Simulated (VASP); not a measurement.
Set up this calculation in VASP 6.6.1, as the native input.

* Task: single point
* Functional: PBEsol
* Potentials or basis: VASP PAW PBE potentials, release 64 (Sn_d, Se)
* Cutoff: 500 eV
* k mesh: 18 × 18 × 18
* Occupations: gaussian, width 0.15 eV
* Spin: no spin polarisation
* Dipole correction: no
* Further INCAR settings: ALGO = Normal; EDIFF = 1e-06; NBANDS = 32

The structure of Sn3Se lies in POSCAR:

```
Sn3Se
1.0
   -1.1566022597      3.1806562141      3.1806562141
    3.1806562141     -1.1566022597      3.1806562141
    3.1806562141      3.1806562141     -1.1566022597
Sn Se
3 1
Direct
    0.2500000000      0.2500000000      0.2500000000
    0.7500000000      0.7500000000      0.7500000000
    0.5000000000      0.5000000000      0.5000000000
    0.0000000000      0.0000000000      0.0000000000
```

The input as run:

INCAR

```
  ALGO = Normal
  EDIFF = 1E-6
  ENCUT = 500
  GGA = PS
  GGA_COMPAT = F
  ISIF = 2
  ISMEAR = 0
  LASPH = T
  LCHARG = T
  LELF = T
  LREAL = F
  LVHAR = T
  LWAVE = F
  NBANDS = 32
  NELM = 120
  PREC = Accurate
  SIGMA = 0.15
```

KPOINTS

```
k-points
0
Gamma
  18 18 18
```

Potentials or basis: VASP PAW PBE potentials, release 64 (Sn_d, Se).

Run with:

```bash
$ cat potpaw_PBE.64/Sn_d/POTCAR potpaw_PBE.64/Se/POTCAR > POTCAR
$ mpirun -np 1 vasp_std > vasp.out
```

Results of the run:

```yaml
Pressure: 33.5 GPa
Largest_force: 3.203 eV/Å
Band_gap_on_the_k_mesh: zero (bands 24 and 25 overlap by 1.06 eV)
```

Caveat: the cell stands under pressure; the PAW data sets were made with another functional, which shifts forces and pressure a little; spin-orbit coupling is left out, which moves the levels of the heavy elements.

It took 14 min on 1 thread of Intel(R) Xeon(R) Platinum 8488C (Sapphire Rapids), with other jobs on the host, peak memory 1.3 GiB.
